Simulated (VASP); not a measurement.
Here is a VASP 6.6.1 calculation.

Contents of POSCAR:

```
La
1.0
    3.7199320629      0.0000000000      0.0000000000
   -1.8599660314      3.2215556669      0.0000000000
    0.0000000000      0.0000000000      5.8754199156
La
2
Direct
    0.3333333333      0.6666666667      0.2500000000
    0.6666666667      0.3333333333      0.7500000000
```

Contents of INCAR.step1:

```
ALGO = Normal
EDIFF = 1E-4
ENCUT = 520
GGA = PE
ISMEAR = -1
LASPH = T
LCHARG = F
LREAL = F
LWAVE = T
NBANDS = 18
NELM = 80
PREC = Accurate
SIGMA = 0.1
```

INCAR.step2

```
ALGO = Normal
EDIFF = 1E-7
ENCUT = 520
ISIF = 2
ISMEAR = -1
ISTART = 1
LASPH = T
LCHARG = F
LMIXTAU = T
LREAL = F
LWAVE = F
METAGGA = R2SCAN
NBANDS = 18
NELM = 80
PREC = Accurate
SIGMA = 0.1
```

Contents of KPOINTS:

```
k-points
0
Gamma
  11 11 6
```

Potentials or basis: VASP PAW PBE potentials, release 64 (La).

The run is started by

```bash
$ cat potpaw_PBE.64/La/POTCAR > POTCAR
$ cp INCAR.step1 INCAR
$ mpirun -np 1 vasp_std > vasp.out
$ cp INCAR.step2 INCAR
$ mpirun -np 1 vasp_std > vasp.out
```

(1) What does it give for the band gap on the k mesh?

(2) Estimate the pressure.

## Answers

(1) zero (bands 11 and 12 overlap by 1.82 eV).

(2) 2.1 GPa.

Caveat: the PAW data sets were made with another functional, which shifts forces and pressure a little; spin-orbit coupling is left out, which moves the levels of the heavy elements.
